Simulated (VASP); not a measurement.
# PbS (Immm) in VASP: notebook

Runs on PbS. Level: LDA. Tasks: single point.

Program: VASP 6.6.1. These are calculated values, not measurements. Logs are shortened: lines on timing, memory, paths and dates and some standing lists are left out, and cuts for length are marked.

## Step 1: The cell of the first run

Symmetry: Immm, No. 71, orthorhombic system. Conventional cell: a = 4.075 Å, b = 4.311 Å, c = 5.930 Å, α = 90.00°, β = 90.00°, γ = 90.00°. Pb (site symmetry mmm) has 6 S at 2.96 to 2.97 Å within 3.9 Å. Within 3.9 Å of S (site symmetry mmm) lie 6 Pb at 2.96 to 2.97 Å.

## Step 2: Single point, LDA (strain +0.0562 x Voigt [0, 0, 0, 1, 0, 0])

The input, INCAR:

```
ALGO = Normal ; EDIFF = 1E-7
ENCUT = 520 ; GGA = CA
ISIF = 2 ; ISMEAR = 0
LASPH = T ; LCHARG = F
LREAL = F ; LWAVE = F
NBANDS = 17 ; NELM = 100
PREC = Accurate ; SIGMA = 0.03
```

The input, KPOINTS:

```
k-points
0
Gamma
  10 10 10
```

The input, POSCAR:

```
PbS
1.0
    0.0000000000      3.0483165000      3.0483165000
    2.9650000000      0.0833165000      2.9650000000
    2.9650000000      2.9650000000      0.0833165000
Pb S
1 1
Direct
    0.0000000000      0.0000000000      0.0000000000
    0.5000000000      0.5000000000      0.5000000000
```

Potentials or basis: VASP PAW LDA potentials, release 64 (Pb_d, S).

Started as:

```bash
> cat potpaw_LDA.64/Pb_d/POTCAR potpaw_LDA.64/S/POTCAR > POTCAR
> mpirun -np 1 vasp_std > vasp.out
```

OUTCAR:

```text
EDIFF = 1E-7
   ENCUT = 520
   GGA = CA
   ISIF = 2
   ISMEAR = 0
   LASPH = T
   LREAL = F
   NELM = 100
   PREC = Accurate

 ion  position               nearest neighbor table
   1  0.000  0.000  0.000-   2 2.96   2 2.96   2 2.97   2 2.97   2 2.97   2 2.97
   2  0.500  0.500  0.500-   1 2.96   1 2.96   1 2.97   1 2.97   1 2.97   1 2.97

  LATTYP: Found a body centered orthorhombic cell.
 ALAT       =     4.0753158882
 B/A-ratio  =     1.0578248791
 C/A-ratio  =     1.4551019265

  Lattice vectors:

 A1 = (  -2.9650000000,   2.9650000000,   0.0833165000)
 A2 = (  -2.9650000000,  -2.9650000000,  -0.0833165000)
 A3 = (   2.9650000000,   0.0833165000,   2.9650000000)

Analysis of symmetry for initial positions (statically):
=====================================================================
 Subroutine PRICEL returns:
 Original cell was already a primitive cell.

 Routine SETGRP: Setting up the symmetry group for a
 body centered orthorhombic supercell.

 Subroutine GETGRP returns: Found  8 space group operations
 (whereof  8 operations were pure point group operations)
 out of a pool of  8 trial point group operations.

The static configuration has the point symmetry D_2h.

Analysis of symmetry for dynamics (positions and initial velocities):
=====================================================================
 Subroutine PRICEL returns:
 Original cell was already a primitive cell.

 Routine SETGRP: Setting up the symmetry group for a
 body centered orthorhombic supercell.

 Subroutine GETGRP returns: Found  8 space group operations
 (whereof  8 operations were pure point group operations)
 out of a pool of  8 trial point group operations.

The dynamic configuration has the point symmetry D_2h.

 Subroutine INISYM returns: Found  8 space group operations
 (whereof  8 operations are pure point group operations),
 and found     1 'primitive' translations

----------------------------------------------------------------------------------------

                                     Primitive cell

  volume of cell :      52.0908

  direct lattice vectors                    reciprocal lattice vectors
     0.000000000  3.048316500  3.048316500    -0.168634064  0.164024963  0.164024963
     2.965000000  0.083316500  2.965000000     0.168634064 -0.173509686  0.173509686
     2.965000000  2.965000000  0.083316500     0.168634064  0.173509686 -0.173509686

  length of vectors
     4.310970537  4.193970868  4.193970868     0.286785328  0.297739265  0.297739265

  position of ions in fractional coordinates (direct lattice)
     0.000000000  0.000000000  0.000000000
     0.500000000  0.500000000  0.500000000

  ion indices of the primitive-cell ions
   primitive index   ion index
                 1           1
                 2           2

----------------------------------------------------------------------------------------

 KPOINTS: k-points

Automatic generation of k-mesh.
 Grid dimensions read from file:
 generate k-points for:   10   10   10

 Generating k-lattice:

  Cartesian coordinates                     Fractional coordinates (reciprocal lattice)
    -0.016863406  0.016402496  0.016402496     0.100000000 -0.000000000 -0.000000000
     0.016863406 -0.017350969  0.017350969     0.000000000  0.100000000  0.000000000
     0.016863406  0.017350969 -0.017350969     0.000000000  0.000000000  0.100000000

  Length of vectors
     0.028678533  0.029773927  0.029773927

  Shift w.r.t. Gamma in fractional coordinates (k-lattice)
     0.000000000  0.000000000  0.000000000

 Subroutine IBZKPT returns following result:
 ===========================================

 Found    171 irreducible k-points:

 Following reciprocal coordinates:
            Coordinates               Weight
  0.000000  0.000000  0.000000      1.000000
  0.100000 -0.000000 -0.000000      4.000000
  0.200000 -0.000000 -0.000000      4.000000
  0.300000  0.000000  0.000000      4.000000
  0.400000  0.000000  0.000000      4.000000
  0.500000  0.000000 -0.000000      2.000000
[... 16 lines left out ...]
 -0.400000  0.200000  0.000000      8.000000
 -0.300000  0.200000 -0.000000      8.000000
 [... further k-points ...]
   k-points           NKPTS =    171   k-points in BZ     NKDIM =    171   number of bands    NBANDS=     17
   number of dos      NEDOS =    301   number of ions     NIONS =      2
   total plane-waves  NPLWV =  32768
   dimension x,y,z NGX =    32 NGY =   32 NGZ =   32
   dimension x,y,z NGXF=    64 NGYF=   64 NGZF=   64
   ions per type =               1   1
   NGX,Y,Z   is equivalent  to a cutoff of  12.34, 12.68, 12.68 a.u.
   NGXF,Y,Z  is equivalent  to a cutoff of  24.68, 25.37, 25.37 a.u.
 SYSTEM =  unknown system
   PREC   = accura    normal or accurate (medium, high low for compatibility)
   ISTART =      0    job   : 0-new  1-cont  2-samecut
   ICHARG =      2    charge: 1-file 2-atom 10-const
   ISPIN  =      1    spin polarized calculation?
   LNONCOLLINEAR =      F non collinear calculations
   LSORBIT =      F    spin-orbit coupling
   LASPH  =      T    aspherical Exc in radial PAW
   ENCUT  =  520.0 eV  38.22 Ry    6.18 a.u.   8.02  7.80  7.80*2*pi/ulx,y,z
   NELM   =    100;   NELMIN=  2; NELMDL= -5     # of ELM steps
   EDIFF  = 0.1E-06   stopping-criterion for ELM
   LREAL  =      F    real-space projection
   EDIFFG = 0.1E-05   stopping-criterion for IOM
   NSW    =      0    number of steps for IOM
   IBRION =     -1    ionic relax: 0-MD 1-quasi-New 2-CG
   NFREE  =      0    steps in history (QN), initial steepest desc. (CG)
   ISIF   =      2    stress and relaxation
   ISYM   =      2    0-nonsym 1-usesym 2-fastsym
   POTIM  = 0.5000    time-step for ionic-motion
   TEBEG  =    0.0;   TEEND  =   0.0 temperature during run
   PSTRESS=    0.0 pullay stress
   NELECT =      20.0000    total number of electrons
   NUPDOWN=      -1.0000    fix difference up-down
   EMIN   =  10.00;   EMAX   =-10.00  energy-range for DOS
   EFERMI =   0.00;   METHOD = LEGACY
   ISMEAR =     0;   SIGMA  =   0.03  broadening in eV -4-tet -1-fermi 0-gaus
   EFERMI_NEDOS =   21; number of points for ismear=-14 and -15
   IALGO  =     38    algorithm
   IMIX   =      4    mixing-type and parameters
     AMIX     =   0.40;   BMIX     =  1.00
     AMIX_MAG =   1.60;   BMIX_MAG =  1.00
  volume/ion in A,a.u.               =      26.05       175.76
  Fermi-wavevector in a.u.,A,eV,Ry     =   1.189865  2.248519 19.262850  1.415780
  Thomas-Fermi vector in A             =   2.325963
   LORBIT       =      0    0 simple, 1 ext, 2 COOP (PROOUT), +10 PAW based schemes
   GGA     = CA    functional components
   LHFCALC =     F    Hartree Fock is set to
   AEXX    =    0.0000 exact exchange contribution
   IVDW    =     0    specifies the selected vdW correction
   LEPSILON=     F    determine dielectric tensor
   LRPA    =     F    only Hartree local field effects (RPA)
 non-spin polarized calculation
 Gauss-broadening in eV      SIGMA  =   0.03
  energy-cutoff  :      520.00
  volume of cell :       52.09
 maximum number of plane-waves:      1422
   NGX = 17   NGY = 15   NGZ = 15

 number of electron      20.0000002 magnetization

 Free energy of the ion-electron system (eV)
  ---------------------------------------------------
  ext. energy  EPLUGINS =         0.00000000
  ---------------------------------------------------
  free energy    TOTEN  =        -9.97213983 eV

  energy without entropy =       -9.97212364  energy(sigma->0) =       -9.97213173

 E-fermi :   5.6852     XC(G=0): -10.0380

 val. band max:        5.6493208511   @ k =   0.0000   0.5000   0.0000
 cond. band min:       5.7210890886   @ k =   0.5000   0.0000  -0.0000
 fundamental gap:      0.0717682375
 Fermi energy:         5.6852049689

 k-point     1 :       0.0000    0.0000    0.0000
  band No.  band energies     occupation
      1     -11.1828      2.00000
      2     -11.1700      2.00000
      3     -11.1671      2.00000
      4     -11.1593      2.00000
      5     -11.1491      2.00000
      6      -7.9638      2.00000
[... 9 lines left out ...]
     16      12.6448      0.00000
     17      14.0964      0.00000

 k-point     2 :       0.1000   -0.0000   -0.0000
  band No.  band energies     occupation
      1     -11.1842      2.00000
      2     -11.1681      2.00000
      3     -11.1654      2.00000
      4     -11.1594      2.00000
      5     -11.1479      2.00000
      6      -7.8786      2.00000
[... 9 lines left out ...]
     16      12.8837      0.00000
     17      14.8254      0.00000

 k-point     3 :       0.2000   -0.0000   -0.0000
  band No.  band energies     occupation
      1     -11.1890      2.00000
      2     -11.1713      2.00000
      3     -11.1629      2.00000
      4     -11.1514      2.00000
      5     -11.1420      2.00000
      6      -7.6332      2.00000
[... 9 lines left out ...]
     16      13.4479      0.00000
     17      16.3586      0.00000

 k-point     4 :       0.3000    0.0000    0.0000
  band No.  band energies     occupation
      1     -11.1963      2.00000
      2     -11.1785      2.00000
      3     -11.1618      2.00000
      4     -11.1382      2.00000
      5     -11.1317      2.00000
      6      -7.2677      2.00000
[... 9 lines left out ...]
     16      14.2756      0.00000
     17      17.6264      0.00000

 k-point     5 :       0.4000    0.0000    0.0000
  band No.  band energies     occupation
      1     -11.2029      2.00000
      2     -11.1846      2.00000
      3     -11.1613      2.00000
      4     -11.1272      2.00000
      5     -11.1225      2.00000
      6      -6.8860      2.00000
[... 9 lines left out ...]
     16      15.2817      0.00000
     17      16.7535      0.00000

 k-point     6 :       0.5000    0.0000   -0.0000
  band No.  band energies     occupation
      1     -11.2055      2.00000
      2     -11.1870      2.00000
      3     -11.1612      2.00000
      4     -11.1230      2.00000
      5     -11.1189      2.00000
      6      -6.7041      2.00000
[... 9 lines left out ...]
     16      15.9443      0.00000
     17      16.1960      0.00000

 k-point     7 :       0.0000    0.1000    0.0000
  band No.  band energies     occupation
      1     -11.1785      2.00000
      2     -11.1689      2.00000
      3     -11.1659      2.00000
      4     -11.1595      2.00000
      5     -11.1516      2.00000
      6      -7.8730      2.00000
[... 9 lines left out ...]
     16      12.6706      0.00000
     17      15.0587      0.00000

 k-point     8 :       0.1000    0.1000   -0.0000
  band No.  band energies     occupation
      1     -11.1786      2.00000
      2     -11.1716      2.00000
      3     -11.1645      2.00000
      4     -11.1623      2.00000
      5     -11.1473      2.00000
      6      -7.8454      2.00000
[... 9 lines left out ...]
     16      13.0662      0.00000
     17      14.8299      0.00000
[... 203 lines left out ...]
      1     -11.1971      2.00000
      2     -11.1784      2.00000
      3     -11.1590      2.00000
      4     -11.1472      2.00000
      5     -11.1400      2.00000
      6      -7.4972      2.00000
[... 9 lines left out ...]
     16      14.5993      0.00000
     17      15.1779      0.00000

 k-point    20 :       0.3000    0.2000   -0.0000
  band No.  band energies     occupation
      1     -11.2153      2.00000
      2     -11.1784      2.00000
      3     -11.1614      2.00000
      4     -11.1390      2.00000
      5     -11.1288      2.00000
      6      -7.2180      2.00000
[... 9 lines left out ...]
     16      15.1884      0.00000
     17      15.9977      0.00000

 k-point    21 :       0.4000    0.2000    0.0000
  band No.  band energies     occupation
      1     -11.2270      2.00000
      2     -11.1733      2.00000
      3     -11.1664      2.00000
      4     -11.1355      2.00000
      5     -11.1194      2.00000
      6      -6.8621      2.00000
[... 9 lines left out ...]
     16      15.8892      0.00000
     17      16.7229      0.00000

 k-point    22 :       0.5000    0.2000   -0.0000
  band No.  band energies     occupation
      1     -11.2290      2.00000
      2     -11.1759      2.00000
      3     -11.1600      2.00000
      4     -11.1369      2.00000
      5     -11.1167      2.00000
      6      -6.5611      2.00000
[... 9 lines left out ...]
     16      16.0133      0.00000
     17      16.5902      0.00000

 k-point    23 :      -0.4000    0.2000    0.0000
  band No.  band energies     occupation
      1     -11.2211      2.00000
      2     -11.1809      2.00000
      3     -11.1505      2.00000
      4     -11.1409      2.00000
      5     -11.1217      2.00000
      6      -6.5079      2.00000
[... 9 lines left out ...]
     16      15.0506      0.00000
     17      17.1195      0.00000

 k-point    24 :      -0.3000    0.2000   -0.0000
  band No.  band energies     occupation
      1     -11.2063      2.00000
      2     -11.1826      2.00000
      3     -11.1538      2.00000
      4     -11.1392      2.00000
      5     -11.1304      2.00000
      6      -6.7497      2.00000
[... 9 lines left out ...]
     16      15.4910      0.00000
     17      16.5031      0.00000

 [... further k-points ...]
[... 5 lines left out ...]
  --------------------------------------------------------------------------------------
  -------------------------------------------------------------------------------------
  Total       -0.8441755     -0.8191759     -0.8191759      0.0000000     -0.3675645      0.0000000
  in kB      -25.9646401    -25.1957161    -25.1957161      0.0000000    -11.3053261      0.0000000
  external PRESSURE =     -25.4520241 kB  Pullay stress =       0.0000000 kB

 VOLUME and BASIS-vectors are now :
 -----------------------------------------------------------------------------
  energy-cutoff  :      520.00
  volume of cell :       52.09
      direct lattice vectors                 reciprocal lattice vectors
     0.000000000  3.048316500  3.048316500    -0.168634064  0.164024963  0.164024963
     2.965000000  0.083316500  2.965000000     0.168634064 -0.173509686  0.173509686
     2.965000000  2.965000000  0.083316500     0.168634064  0.173509686 -0.173509686

 POSITION                                       TOTAL-FORCE (eV/Angst)
 -----------------------------------------------------------------------------------
      0.00000      0.00000      0.00000         0.000000     -0.000000     -0.000000
      2.96500      3.04832      3.04832         0.000000      0.000000      0.000000
 -----------------------------------------------------------------------------------
    total drift:                                0.000000     -0.000000     -0.000000

  FREE ENERGIE OF THE ION-ELECTRON SYSTEM (eV)
  ---------------------------------------------------
  free  energy   TOTEN  =        -9.9721398268 eV

  energy  without entropy=       -9.9721236370  energy(sigma->0) =       -9.97213173
```

Run time: 2.1 min. Hardware: 1 thread of Intel Xeon Platinum 8259CL at 2.50GHz (Skylake/Cascade Lake), shared host; peak memory 0.26 GiB.

Results:

- Free energy: -9.9721 eV
- Pressure: -2.5 GPa
- Band gap on the k mesh: zero (band 10 reaches 5.72 eV, above the bottom of band 11 at 5.65 eV)

Caveat: the cell differs from its parent crystal (strain +0.0562 x Voigt [0, 0, 0, 1, 0, 0]); spin-orbit coupling is left out, which moves the levels of the heavy elements.

## Step 3: Single point, LDA (strain +0.0375 x Voigt [0, 0, 0, 1, 0, 0])

The input, INCAR:

```
  PREC = Accurate
  ENCUT = 520
  EDIFF = 1E-7
  ISMEAR = 0
  SIGMA = 0.03
  LREAL = False
  LASPH = True
  NELM = 60
  ALGO = Normal
  ISIF = 2
  LWAVE = False
  LCHARG = False
  NBANDS = 17
```

The input, KPOINTS:

```
regular mesh
0
Gamma
  10 10 10
```

The input, POSCAR:

```
PbS
1.0
    0.0000000000      3.0205937500      3.0205937500
    2.9650000000      0.0555937500      2.9650000000
    2.9650000000      2.9650000000      0.0555937500
Pb S
1 1
Direct
    0.0000000000      0.0000000000      0.0000000000
    0.5000000000      0.5000000000      0.5000000000
```

Potentials or basis: VASP PAW LDA potentials, release 64 (Pb_d, S).

Started as:

```bash
> cat potpaw_LDA.64/Pb_d/POTCAR potpaw_LDA.64/S/POTCAR > POTCAR
> mpirun -np 1 vasp_std > vasp.out
```

It took 2.4 min on 1 thread of Intel Xeon Platinum 8259CL at 2.50GHz (Skylake/Cascade Lake), shared host; peak memory 0.26 GiB.

Results (log left out):

```yaml
Free_energy: -9.9776 eV
Pressure: -2.5 GPa
Band_gap_on_the_k_mesh: 0.02 eV, indirect (least direct gap 0.17 eV)
```

Stress tensor (GPa, compression positive):
```
-2.53  0.00  0.00
 0.00 -2.49 -0.78
 0.00 -0.78 -2.49
```

Levels at points of the mesh, in eV from the valence-band top:
| k point | band 6 | band 7 | band 8 | band 9 | band 10 | band 11 | band 12 | band 13 | band 14 | band 15 |
| --- | --- | --- | --- | --- | --- | --- | --- | --- | --- | --- |
| (0.00, 0.00, 0.00) | -13.65 | -6.16 | -2.38 | -2.24 | -2.10 | 4.99 | 5.00 | 5.02 | 6.33 | 6.58 |
| (0.50, 0.00, 0.00) | -12.38 | -9.08 | -1.83 | -1.74 | 0.00 | 0.21 | 1.81 | 1.93 | 8.39 | 9.57 |
| (0.00, 0.50, 0.00) | -12.33 | -8.94 | -1.91 | -1.84 | -0.15 | 0.02 | 1.60 | 1.72 | 8.42 | 9.87 |
| (0.50, 0.50, 0.00) | -11.92 | -7.35 | -5.34 | -3.54 | -3.54 | 3.65 | 5.19 | 5.49 | 5.66 | 11.05 |
| (0.00, 0.50, 0.50) | -11.92 | -7.37 | -5.34 | -3.72 | -3.35 | 3.67 | 5.39 | 5.49 | 5.51 | 11.12 |

Caveat: the cell differs from its parent crystal (strain +0.0375 x Voigt [0, 0, 0, 1, 0, 0]); spin-orbit coupling is left out, which moves the levels of the heavy elements.

## Step 4: Single point, LDA (strain +0.0187 x Voigt [0, 0, 0, 1, 0, 0])

The input, INCAR:

```
SYSTEM = PbS
PREC = Accurate
ENCUT = 520
EDIFF = 1E-6
ISMEAR = 0
SIGMA = 0.03
LREAL = .False.
LASPH = .True.
NELM = 80
ALGO = Normal
ISIF = 2
LWAVE = .False.
LCHARG = .False.
GGA = CA
NBANDS = 17
```

The input, KPOINTS:

```
Automatic mesh
0
Gamma
  10 10 10
  0 0 0
```

The input, POSCAR:

```
PbS
1.0
    0.0000000000      2.9927227500      2.9927227500
    2.9650000000      0.0277227500      2.9650000000
    2.9650000000      2.9650000000      0.0277227500
Pb S
1 1
Direct
    0.0000000000      0.0000000000      0.0000000000
    0.5000000000      0.5000000000      0.5000000000
```

Started as:

```bash
> cat potpaw_LDA.64/Pb_d/POTCAR potpaw_LDA.64/S/POTCAR > POTCAR
> mpirun -np 1 vasp_std > vasp.out
```

It took 1.7 min on 1 thread of Intel Xeon Platinum 8259CL at 2.50GHz (Skylake/Cascade Lake), shared host; peak memory 0.26 GiB.

It converged, with:

```
Free energy            : -9.9810 eV
Pressure               : -2.5 GPa
Band gap on the k mesh : 0.12 eV, indirect (least direct gap 0.19 eV)
```

Stress tensor (GPa, compression positive):
```
-2.50  0.00  0.00
 0.00 -2.50 -0.40
 0.00 -0.40 -2.50
```

Levels at points of the mesh, in eV from the valence-band top:
```
           k point  band 6  band 7  band 8  band 9  band 10  band 11  band 12  band 13  band 14  band 15
(0.00, 0.00, 0.00)  -13.62   -6.12   -2.27   -2.21    -2.13     5.03     5.03     5.04     6.48     6.61
(0.50, 0.00, 0.00)  -12.34   -9.01   -1.80   -1.76     0.00     0.21     1.82     1.88     8.43     9.85
(0.00, 0.50, 0.00)  -12.31   -8.94   -1.84   -1.80    -0.07     0.12     1.71     1.77     8.44     9.97
(0.50, 0.50, 0.00)  -11.89   -7.32   -5.30   -3.51    -3.51     3.68     5.35     5.52     5.60    11.13
(0.00, 0.50, 0.50)  -11.89   -7.32   -5.30   -3.60    -3.41     3.69     5.43     5.52     5.53    11.15
```

Caveat: the cell differs from its parent crystal (strain +0.0187 x Voigt [0, 0, 0, 1, 0, 0]); spin-orbit coupling is left out, which moves the levels of the heavy elements. A k mesh can miss the band edges.

## Step 5: Overview

| cell | gap on the mesh (eV) | pressure (GPa) |
| --- | --- | --- |
| a = 4.311, b = 4.194, c = 4.194 Å, angles 58.1, 59.1, 59.1°, 2 atoms | none | -2.5 |
| a = 4.272, b = 4.194, c = 4.194 Å, angles 58.8, 59.4, 59.4°, 2 atoms | 0.02 | -2.5 |
| a = 4.232, b = 4.193, c = 4.193 Å, angles 59.4, 59.7, 59.7°, 2 atoms | 0.12 | -2.5 |

Alike in all rows: task single point; level LDA; potentials or basis VASP PAW LDA potentials, release 64 (Pb_d, S); no spin polarisation; k mesh 10 × 10 × 10; cutoff (eV) 520; smearing gaussian 0.03 eV.

Caveats: spin-orbit coupling is left out, which moves the levels of the heavy elements.

Total energies depend on the potentials used, so only differences within one code and one set of settings carry meaning.
